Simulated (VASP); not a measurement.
# AsPt4 (I4/mmm) in VASP: notebook

AsPt4 is run at these levels: PBE; tasks: relaxation of cell and atoms, single point.

All numbers are computed with VASP 6.6.1; they aren't measurements. Logs are shortened: lines on timing, memory, paths and dates and some standing lists are left out, and cuts for length are marked.

## (1) The cell of the first run

Symmetry: I4/mmm, No. 139, tetragonal system. The conventional cell has a = 4.288 Å, b = 4.288 Å, c = 8.395 Å, α = 90.00°, β = 90.00°, γ = 90.00°. As (site symmetry 4/mmm) has 6 Pt at 1.99 to 2.14 Å within 2.6 Å. Within 2.6 Å of Pt (site symmetry 4mm) lie 1 As at 1.99 Å. Within 2.8 Å of Pt (site symmetry mmm) lie 2 As at 2.14 Å.

The cell was generated, and may not be a known phase.

## (2) Relaxation of cell and atoms, PBE

INCAR reads:

```
SYSTEM = AsPt4
ALGO = Fast
EDIFF = 1E-6
EDIFFG = -0.04
ENCUT = 600
GGA = PE
IBRION = 2
ISIF = 3
ISMEAR = 0
LASPH = .True.
LCHARG = .False.
LREAL = .False.
LWAVE = .False.
NELM = 60
NSW = 90
PREC = Accurate
SIGMA = 0.1
```

KPOINTS reads:

```
k-points
0
Gamma
  6 6 6
  0 0 0
```

POSCAR reads:

```
AsPt4
1.0
   -2.1437507000      2.1437507000      4.1975165200
    2.1437507000     -2.1437507000      4.1975165200
    2.1437507000      2.1437507000     -4.1975165200
As Pt
1 4
Direct
    0.0000000000      0.0000000000      0.0000000000
    0.2370000000      0.2370000000      0.0000000000
    0.7630000000      0.7630000000      0.0000000000
    0.5000000000      0.0000000000      0.5000000000
    0.0000000000      0.5000000000      0.5000000000
```

Potentials or basis: VASP PAW PBE potentials, release 64 (As, Pt).

Launch:

```
cat potpaw_PBE.64/As/POTCAR potpaw_PBE.64/Pt/POTCAR > POTCAR
mpirun -np 1 vasp_std > vasp.out
```

OUTCAR:

```text
SYSTEM = AsPt4
   EDIFF = 1E-6
   EDIFFG = -0.04
   ENCUT = 600
   GGA = PE
   IBRION = 2
   ISIF = 3
   ISMEAR = 0
   LASPH = .True.
   LREAL = .False.
   NELM = 60
   NSW = 90
   PREC = Accurate

 ion  position               nearest neighbor table
   1  0.000  0.000  0.000-   2 1.99   3 1.99   4 2.14   5 2.14   5 2.14   4 2.14
   2  0.237  0.237  0.000-   1 1.99   4 2.92   5 2.92   5 2.92   4 2.92   3 3.04   3 3.04   3 3.04
                             3 3.04   4 3.08   5 3.08   5 3.08   4 3.08
   3  0.763  0.763  0.000-   1 1.99   5 2.92   4 2.92   4 2.92   5 2.92   2 3.04   2 3.04   2 3.04
                             2 3.04   4 3.08   5 3.08   5 3.08   4 3.08
   4  0.500  0.000  0.500-   1 2.14   1 2.14   3 2.92   2 2.92   2 2.92   3 2.92   5 3.03   5 3.03
                             5 3.03   5 3.03   2 3.08   3 3.08   3 3.08   2 3.08
   5  0.000  0.500  0.500-   1 2.14   1 2.14   3 2.92   2 2.92   2 2.92   3 2.92   4 3.03   4 3.03
                             4 3.03   4 3.03   3 3.08   3 3.08   2 3.08   2 3.08

  LATTYP: Found a body centered tetragonal cell.
 ALAT       =     4.2875014000
 C/A-ratio  =     1.9580245595

  Lattice vectors:

 A1 = (  -2.1437507000,   2.1437507000,   4.1975165200)
 A2 = (   2.1437507000,  -2.1437507000,   4.1975165200)
 A3 = (   2.1437507000,   2.1437507000,  -4.1975165200)

Analysis of symmetry for initial positions (statically):
=====================================================================
 Subroutine PRICEL returns:
 Original cell was already a primitive cell.

 Routine SETGRP: Setting up the symmetry group for a
 body centered tetragonal supercell.

 Subroutine GETGRP returns: Found 16 space group operations
 (whereof 16 operations were pure point group operations)
 out of a pool of 16 trial point group operations.

The static configuration has the point symmetry D_4h.

Analysis of symmetry for dynamics (positions and initial velocities):
=====================================================================
 Subroutine PRICEL returns:
 Original cell was already a primitive cell.

 Routine SETGRP: Setting up the symmetry group for a
 body centered tetragonal supercell.

 Subroutine GETGRP returns: Found 16 space group operations
 (whereof 16 operations were pure point group operations)
 out of a pool of 16 trial point group operations.

The dynamic configuration has the point symmetry D_4h.

 Subroutine INISYM returns: Found 16 space group operations
 (whereof 16 operations are pure point group operations),
 and found     1 'primitive' translations

----------------------------------------------------------------------------------------

[... 106 lines left out ...]
   POTIM  = 0.5000    time-step for ionic-motion
   TEBEG  =    0.0;   TEEND  =   0.0 temperature during run
   PSTRESS=    0.0 pullay stress
   NELECT =      45.0000    total number of electrons
   NUPDOWN=      -1.0000    fix difference up-down
   EMIN   =  10.00;   EMAX   =-10.00  energy-range for DOS
   EFERMI =   0.00;   METHOD = LEGACY
   ISMEAR =     0;   SIGMA  =   0.10  broadening in eV -4-tet -1-fermi 0-gaus
   EFERMI_NEDOS =   21; number of points for ismear=-14 and -15
   IALGO  =     68    algorithm
   IMIX   =      4    mixing-type and parameters
     AMIX     =   0.40;   BMIX     =  1.00
     AMIX_MAG =   1.60;   BMIX_MAG =  1.00
  volume/ion in A,a.u.               =      15.43       104.14
  Fermi-wavevector in a.u.,A,eV,Ry     =   1.367767  2.584704 25.453584  1.870786
  Thomas-Fermi vector in A             =   2.493790
   LORBIT       =      0    0 simple, 1 ext, 2 COOP (PROOUT), +10 PAW based schemes
   GGA     = PE    functional components
   LHFCALC =     F    Hartree Fock is set to
   AEXX    =    0.0000 exact exchange contribution
   IVDW    =     0    specifies the selected vdW correction
   LEPSILON=     F    determine dielectric tensor
   LRPA    =     F    only Hartree local field effects (RPA)
 conjugate gradient relaxation of ions
 non-spin polarized calculation
 RMM-DIIS sequential band-by-band and
 Gauss-broadening in eV      SIGMA  =   0.10
  energy-cutoff  :      600.00
  volume of cell :       77.16
 maximum number of plane-waves:      2588
 NGX is ok and might be reduce to    42
   NGX = 21   NGY = 21   NGZ = 21

--------------------------------------- Ionic step        1  -------------------------------------------

 number of electron      45.0000001 magnetization

 Free energy of the ion-electron system (eV)
  ---------------------------------------------------
  ext. energy  EPLUGINS =         0.00000000
  ---------------------------------------------------
  free energy    TOTEN  =       -21.24492094 eV

  energy without entropy =      -21.23581543  energy(sigma->0) =      -21.24036819

 E-fermi :  10.5291     XC(G=0): -12.7641

 val. band max:       10.5048878873   @ k =  -0.1667  -0.3333   0.1667
 cond. band min:      10.5653105609   @ k =  -0.3333   0.5000   0.3333
 fundamental gap:      0.0604226736
 Fermi energy:        10.5291236752
[... 758 lines left out ...]
--------------------------------------- Ionic step        2  -------------------------------------------

 number of electron      45.0000004 magnetization

------------------------ aborting loop EDIFF was not reached (unconverged)  ----------------------------

  FORCE on cell =-STRESS in cart. coord.  units (eV):
  Direction    XX          YY          ZZ          XY          YZ          ZX
  --------------------------------------------------------------------------------------
  -------------------------------------------------------------------------------------
  Total      -12.9967064    -12.9967064    -13.7998553      0.0000000      0.0000000      0.0000000
  in kB     -116.2714911   -116.2714911   -123.4566441      0.0000000      0.0000000      0.0000000
  external PRESSURE =    -118.6665421 kB  Pullay stress =       0.0000000 kB
[... 1518 lines left out ...]
     26       5.0491      0.00000
     27       5.9733      0.00000

 [... further k-points ...]

[... ionic steps 4 to 22 ...]

--------------------------------------- Ionic step       23  -------------------------------------------

 number of electron      44.9999998 magnetization

------------------------ aborting loop because EDIFF is reached ----------------------------------------
[... 73 lines left out ...]
--------------------------------------- Ionic step       25  -------------------------------------------

 number of electron      44.9999998 magnetization

 Free energy of the ion-electron system (eV)
  ---------------------------------------------------
  ext. energy  EPLUGINS =         0.00000000
  ---------------------------------------------------
  free energy    TOTEN  =       -28.28390100 eV

  energy without entropy =      -28.26781610  energy(sigma->0) =      -28.27585855

 E-fermi :   8.2349     XC(G=0): -12.0977

 val. band max:        8.2274557232   @ k =  -0.1667   0.5000   0.1667
 cond. band min:       8.2474937611   @ k =  -0.3333   0.5000   0.1667
 fundamental gap:      0.0200380379
 Fermi energy:         8.2349488033
[... 752 lines left out ...]
  FREE ENERGIE OF THE ION-ELECTRON SYSTEM (eV)
  ---------------------------------------------------
  free  energy   TOTEN  =       -28.2839009996 eV

  energy  without entropy=      -28.2678160963  energy(sigma->0) =      -28.27585855

 reached required accuracy - stopping structural energy minimisation
```

OSZICAR:

```text
N       E                     dE             d eps       ncg     rms          rms(c)
DAV:   1     0.322061330840E+03    0.32206E+03   -0.25009E+04  1620   0.177E+03
DAV:   2    -0.866749721370E+01   -0.33073E+03   -0.31867E+03  1811   0.353E+02
[... 352 lines left out ...]
  24 F= -.28283780E+02 E0= -.28275735E+02  d E =-.489006E-03
       N       E                     dE             d eps       ncg     rms          rms(c)
DAV:   1    -0.282839312679E+02   -0.15131E-03   -0.18529E-02  1632   0.689E-01    0.477E-02
RMM:   2    -0.282839023997E+02    0.28868E-04   -0.28125E-04  1620   0.115E-01    0.198E-02
RMM:   3    -0.282839011086E+02    0.12911E-05   -0.46194E-05  1622   0.405E-02    0.120E-02
RMM:   4    -0.282839009756E+02    0.13302E-06   -0.11381E-05  1582   0.184E-02    0.703E-03
RMM:   5    -0.282839009996E+02   -0.24020E-07   -0.34308E-06  1059   0.101E-02
  25 F= -.28283901E+02 E0= -.28275859E+02  d E =-.121329E-03
```

CONTCAR:

```text
AsPt4
   1.00000000000000
    -2.4140508485557257    2.4140508485557257    3.7916573064382333
     2.4140508485557257   -2.4140508485557257    3.7916573064382333
     2.4140508485557257    2.4140508485557257   -3.7916573064382333
  As              Pt
     1     4
Direct
     0.0000000000000000    0.0000000000000000    0.0000000000000000
     0.3192280507337825    0.3192280507337825    0.0000000000000000
     0.6807719492662176    0.6807719492662176    0.0000000000000000
     0.5000000000000000    0.0000000000000000    0.5000000000000000
     0.0000000000000000    0.5000000000000000    0.5000000000000000

  0.00000000E+00  0.00000000E+00  0.00000000E+00
  0.00000000E+00  0.00000000E+00  0.00000000E+00
  0.00000000E+00  0.00000000E+00  0.00000000E+00
  0.00000000E+00  0.00000000E+00  0.00000000E+00
  0.00000000E+00  0.00000000E+00  0.00000000E+00
```

Run time: 26 min. Hardware: 1 thread of AMD EPYC 9R45 (Zen 5), shared host; peak memory 0.28 GiB.

Results:

```yaml
Free_energy: -28.2839 eV
Relaxed_volume: 17.68 Å³/atom
Relaxed_cell: a = 5.102 Å, b = 5.102 Å, c = 5.102 Å, α = 123.52°, β = 123.52°, γ = 84.00°
Space_group_after_relaxing_to_0.1_Å: I4/mmm (No. 139)
Pressure_after_relaxing: 0.0 GPa
Largest_force_after_relaxing: 0.024 eV/Å
Band_gap_on_the_k_mesh: zero (an odd number of electrons rules out a gap without spin polarisation)
```

Forces in eV/Å, atoms in the order of the input:
```
As   0.000  0.000  0.000
Pt   0.000  0.000  0.024
Pt   0.000  0.000 -0.024
Pt   0.000  0.000  0.000
Pt   0.000  0.000  0.000
```

Final structure:
```cif
data_structure
_symmetry_space_group_name_H-M 'P 1'
_symmetry_Int_Tables_number 1
_cell_length_a 5.1022
_cell_length_b 5.1022
_cell_length_c 5.1022
_cell_angle_alpha 123.523
_cell_angle_beta 123.523
_cell_angle_gamma 83.999
_cell_volume 88.39
loop_
_atom_site_label
_atom_site_type_symbol
_atom_site_fract_x
_atom_site_fract_y
_atom_site_fract_z
_atom_site_occupancy
As1 As 0.00000 0.00000 0.00000 1
Pt1 Pt 0.31923 0.31923 0.00000 1
Pt2 Pt 0.68077 0.68077 0.00000 1
Pt3 Pt 0.50000 0.00000 0.50000 1
Pt4 Pt 0.00000 0.50000 0.50000 1
```

Levels at points of the mesh, in eV from the Fermi level:
```csv
k point,band 20,band 21,band 22,band 23,band 24,band 25,band 26,band 27
"(0.00, 0.00, 0.00)",-0.95,-0.95,-0.60,-0.60,0.28,1.58,3.00,4.91
"(0.50, 0.00, 0.00)",-1.15,-1.00,-0.12,0.42,0.65,1.23,2.97,4.27
"(0.50, 0.50, 0.00)",-1.47,-0.88,-0.36,0.43,0.87,1.49,1.56,5.89
"(0.50, 0.50, 0.50)",-1.56,-0.90,-0.78,-0.48,-0.48,1.06,3.55,4.74
```

Caveat: spin-orbit coupling is left out, which moves the levels of the heavy elements.

## (3) Single point, PBE

This run uses another cell than the first one, of 17.67 Å³/atom.

INCAR reads:

```
SYSTEM = AsPt4
  PREC = Accurate
  ENCUT = 520
  EDIFF = 1E-6
  ISMEAR = 0
  SIGMA = 0.1
  LREAL = .FALSE.
  LASPH = .TRUE.
  NELM = 60
  ALGO = Fast
  ISIF = 2
  LWAVE = .FALSE.
  LCHARG = .FALSE.
  GGA = PE
  NBANDS = 30
```

KPOINTS reads:

```
Automatic mesh
0
G
  12 12 12
  0 0 0
```

POSCAR reads:

```
AsPt4
1.0
   -2.4147814526      2.4147814526      3.7878324087
    2.4147814526     -2.4147814526      3.7878324087
    2.4147814526      2.4147814526     -3.7878324087
As Pt
1 4
Direct
    0.0000000000      0.0000000000      0.0000000000
    0.3192662357      0.3192662357      0.0000000000
    0.6807337643      0.6807337643      0.0000000000
    0.5000000000      0.0000000000      0.5000000000
    0.0000000000      0.5000000000      0.5000000000
```

Potentials or basis: VASP PAW PBE potentials, release 64 (As, Pt).

Launch:

```
cat potpaw_PBE.64/As/POTCAR potpaw_PBE.64/Pt/POTCAR > POTCAR
mpirun -np 1 vasp_std > vasp.out
```

It took 4.7 min on 1 thread of AMD EPYC 9R45 (Zen 5), shared host; peak memory 0.47 GiB.

The run converged. Its results:

```yaml
Free_energy: -28.3026 eV
Pressure: 0.0 GPa
Largest_force: 0.041 eV/Å
Band_gap_on_the_k_mesh: zero (an odd number of electrons rules out a gap without spin polarisation)
```

Forces on the atoms (eV/Å):
```
As   0.000  0.000  0.000
Pt   0.000  0.000  0.041
Pt   0.000  0.000 -0.041
Pt   0.000  0.000  0.000
Pt   0.000  0.000  0.000
```

Stress tensor (GPa, compression positive):
```
-0.04  0.00  0.00
 0.00 -0.04  0.00
 0.00  0.00  0.07
```

Levels at points of the mesh, in eV from the Fermi level:
| k point | band 19 | band 20 | band 21 | band 22 | band 23 | band 24 | band 25 | band 26 |
| --- | --- | --- | --- | --- | --- | --- | --- | --- |
| (0.00, 0.00, 0.00) | -1.28 | -0.98 | -0.98 | -0.63 | -0.63 | 0.26 | 1.54 | 2.98 |
| (0.50, 0.00, 0.00) | -1.33 | -1.17 | -1.02 | -0.14 | 0.39 | 0.62 | 1.20 | 2.95 |
| (0.50, 0.50, 0.00) | -1.53 | -1.49 | -0.90 | -0.39 | 0.40 | 0.84 | 1.47 | 1.54 |
| (0.50, 0.50, 0.50) | -1.82 | -1.59 | -0.92 | -0.81 | -0.51 | -0.51 | 1.03 | 3.52 |

Caveat: spin-orbit coupling is left out, which moves the levels of the heavy elements.

The gap in the log of VASP goes by the Fermi energy; the results here count the filled bands.